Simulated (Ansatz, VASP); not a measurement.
**Two plane-wave programs on Al3H**

```
Al H
1.0
     4.50890    0.00000    0.00000
    -2.25445    3.90482    0.00000
     0.00000    0.00000    3.48928
Al H
3 1
Direct
  0.33333 0.66667 0.00000
  0.66667 0.33333 0.00000
  0.00000 0.00000 0.50000
  0.00000 0.00000 0.00000
```

Alike in both runs: task relaxation of cell and atoms; functional PBE; k mesh 12 × 12 × 14; occupations gaussian, width 0.1 eV; no spin polarisation.

```csv
,VASP,Ansatz
version,VASP 6.6.1,Ansatz 0.2.0
potentials or method,"VASP PAW PBE potentials, release 64 (Al, H), cutoff 600 eV","scalar-relativistic, plane waves, PAW"
valence electrons in the cell,10,10
```

|  | VASP | Ansatz | Ansatz less VASP |
| --- | --- | --- | --- |
| gap on the k mesh at the Fermi level, each at its own relaxed structure (eV) | none | none | - |
| relaxed volume (Å³/atom) | 15.29 | 15.30 | +0.002 |
| relaxed length of the cell vector where the two differ most in proportion (Å) | 3.387 | 3.388 | +0.0019 |

A gap of «none» marks a metal or a gap that the smearing closes.
